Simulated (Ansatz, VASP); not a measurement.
# Na: VASP beside Ansatz

Contents of INCAR:

```
PREC = Accurate
ENCUT = 500
EDIFF = 1E-6
ISMEAR = -1
SIGMA = 0.1
LREAL = False
LASPH = True
NELM = 120
ALGO = Normal
ISIF = 2
LWAVE = False
LCHARG = False
NBANDS = 10
GGA_COMPAT = False
```

File KPOINTS:

```
Automatic mesh
0
Gamma
  5 5 5
```

The input POSCAR:

```
Na
1.0
   -1.8882910800      1.8882910800      2.6372766800
    1.8882910800     -1.8882910800      2.6372766800
    1.8882910800      1.8882910800     -2.6372766800
Na
1
Direct
    0.0000000000      0.0000000000      0.0000000000
```

Input for Ansatz:

```yaml
crystal:
  lattice:
    - [-1.88829108, 1.88829108, 2.63727668]
    - [1.88829108, -1.88829108, 2.63727668]
    - [1.88829108, 1.88829108, -2.63727668]
  atoms:
    - { symbol: Na, position: [0.0, 0.0, 0.0] }
kpoints:
  mp_grid:
    grid: [5, 5, 5]
    shift: [0.0, 0.0, 0.0]
hamiltonian:
  xc: lda
  pseudopotentials:
    kind: paw
scf:
  occupations:
    method: fermi_dirac
output:
  forces: true
  stress: true
  eigenvalues: true
```

Alike in both runs: task single point; functional LDA; k mesh 5 × 5 × 5; no spin polarisation.

```csv
,VASP,Ansatz
version,VASP 6.6.1,Ansatz 0.2.0
potentials or method,"VASP PAW LDA potentials, release 64 (Na_pv)","plane waves, PAW"
plane-wave cutoff (eV),500,420
occupations,"fermi-dirac, width 0.1 eV",fermi-dirac
valence electrons in the cell,7,9
```

|  | VASP | Ansatz | Ansatz less VASP |
| --- | --- | --- | --- |
| gap on the k mesh at the Fermi level (eV) | none | none | - |
| pressure (GPa) | -1.0 | -1.0 | +0.03 |

LDA's correlation is that of Perdew and Zunger in VASP and of Perdew and Wang (1992) in Ansatz. A gap of «none» marks a metal or a gap that the smearing closes. VASP's potentials hold 7 valence electrons a cell and Ansatz's 9, so a difference there can come from the potentials and not from the codes.

The k mesh is coarse, so the values compare programs but aren't converged.
